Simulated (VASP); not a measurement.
A run of VASP 6.6.1 is set up as follows.

Contents of INCAR:

```
SYSTEM = WS2
PREC = Accurate
ENCUT = 520
EDIFF = 1E-6
ISMEAR = 0
SIGMA = 0.05
LREAL = .FALSE.
LASPH = .TRUE.
NELM = 60
ALGO = Normal
ISIF = 2
LWAVE = .FALSE.
LCHARG = .TRUE.
LDIPOL = .TRUE.
IDIPOL = 3
DIPOL = 0.5 0.5 0.391
GGA = PE
IVDW = 12
LELF = .TRUE.
LVHAR = .TRUE.
LVACPOTAV = .TRUE.
NBANDS = 35
```

The input KPOINTS:

```
Automatic mesh
0
G
  9 9 1
  0 0 0
```

File POSCAR:

```
WS2
1.0
    3.1595457497      0.0000000000      0.0000000000
   -1.5797728749      2.7362468836      0.0000000000
    0.0000000000      0.0000000000     23.8042575719
S W
4 2
Direct
    0.3333333333      0.6666666667      0.1890418126
    0.3333333333      0.6666666667      0.3214605103
    0.8333333333      1.0000000000      0.4596710800
    0.8333333333      1.0000000000      0.5920897776
    0.6666666667      0.3333333333      0.2552511581
    0.5000000000      1.3333333333      0.5258804254
```

Potentials or basis: VASP PAW PBE potentials, release 64 (S, W_sv).

Launch:

```console
$ cat potpaw_PBE.64/S/POTCAR potpaw_PBE.64/W_sv/POTCAR > POTCAR
$ mpirun -np 1 vasp_std > vasp.out
```

Task: Predict the largest force.

Result: 0.053 eV/Å.

Task: Predict the dispersion energy per atom.

Result: -0.357 eV.

Forces in eV/Å, atoms in the order of the input:
```
S   -0.001  0.001  0.004
S   -0.015 -0.012  0.011
S    0.015  0.012 -0.011
S    0.001 -0.001 -0.004
W   -0.002 -0.005  0.053
W    0.002  0.005 -0.053
```
